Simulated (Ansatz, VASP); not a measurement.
# BN in VASP and in Ansatz

```
B N
1.0
     0.00000    1.80483    1.80483
     1.85265    0.00000    1.80483
     1.85265    1.80483    0.00000
B N
1 1
Direct
  0.00000 0.00000 0.00000
  0.25000 0.25000 0.25000
```

Change from the starting cell: uniaxial_x strain +2.6%.

Alike in both runs: task single point; functional PBE; k mesh 12 × 12 × 12; occupations fermi-dirac, width 0.02 eV; no spin polarisation.

```csv
,VASP,Ansatz
version,VASP 6.6.1,Ansatz 0.2.0
potentials or method,"VASP PAW PBE potentials, release 64 (B, N)","plane waves, PAW"
plane-wave cutoff (eV),520,420
valence electrons in the cell,8,8
```

```tsv
	VASP	Ansatz	Ansatz less VASP
gap on the k mesh at the Fermi level (eV)	4.20	4.22	+0.012
pressure (GPa)	-4.8	-5.0	-0.19
traceless stress, the component that is largest in VASP (GPa)	-10.89	-10.88	+0.013
```
